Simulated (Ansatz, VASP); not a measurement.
Two plane-wave programs on Ru

```
Ru
1.0
     2.70580    0.00000    0.00000
    -1.35290    2.34329    0.00000
     0.00000    0.00000    4.28190
Ru
2
Direct
  0.33333 0.66667 0.25000
  0.66667 0.33333 0.75000
```

Alike in both runs: task relaxation of cell and atoms; functional r2SCAN; k mesh 18 × 18 × 10; occupations gaussian, width 0.1 eV; no spin polarisation.

|  | VASP | Ansatz |
| --- | --- | --- |
| version | VASP 6.6.1 | Ansatz 0.2.0 |
| potentials or method | VASP PAW PBE potentials, release 64 (Ru_pv), cutoff 600 eV | scalar-relativistic, plane waves, PAW |
| valence electrons in the cell | 28 | 32 |

```csv
,VASP,Ansatz,Ansatz less VASP
"gap on the k mesh at the Fermi level, each at its own relaxed structure (eV)",none,none,-
relaxed volume (Å³/atom),13.55,13.49,-0.061
relaxed cell length with the largest relative difference (Å),4.273,4.266,-0.0068
```

VASP's potentials were made for PBE, not for r2SCAN. A gap of «none» marks a metal or a gap that the smearing closes. VASP's potentials hold 28 valence electrons a cell and Ansatz's 32, so a difference there can come from the potentials and not from the codes.
